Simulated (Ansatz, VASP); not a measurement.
## Ca2SeO in VASP and in Ansatz

```xyz
4
Lattice="3.8829 0.0000 0.0000 0.0000 3.8829 0.0000 0.0000 0.0000 5.4945" Properties=species:S:1:pos:R:3 pbc="T T T"
O     0.0000    0.0000    0.0000
Ca    0.0000    0.0000    2.7472
Ca    1.9414    1.9414    0.0000
Se    1.9414    1.9414    2.7472
```

Alike in both runs: task single point; functional r2SCAN; k mesh 6 × 6 × 4; no spin polarisation.

```csv
,VASP,Ansatz
version,VASP 6.6.1,Ansatz 0.2.0
potentials or method,"VASP PAW PBE potentials, release 64 (O, Ca_sv, Se)","plane waves, PAW"
plane-wave cutoff (eV),520,500
occupations,"gaussian, width 0.01 eV",fixed
valence electrons in the cell,32,42
```

```tsv
	VASP	Ansatz	Ansatz less VASP
gap on the k mesh at the Fermi level (eV)	2.51	2.51	+0.002
pressure (GPa)	0.4	0.0	-0.39
```

VASP's potentials were made for PBE, not for r2SCAN. VASP's potentials hold 32 valence electrons a cell and Ansatz's 42, so a difference there can come from the potentials and not from the codes.
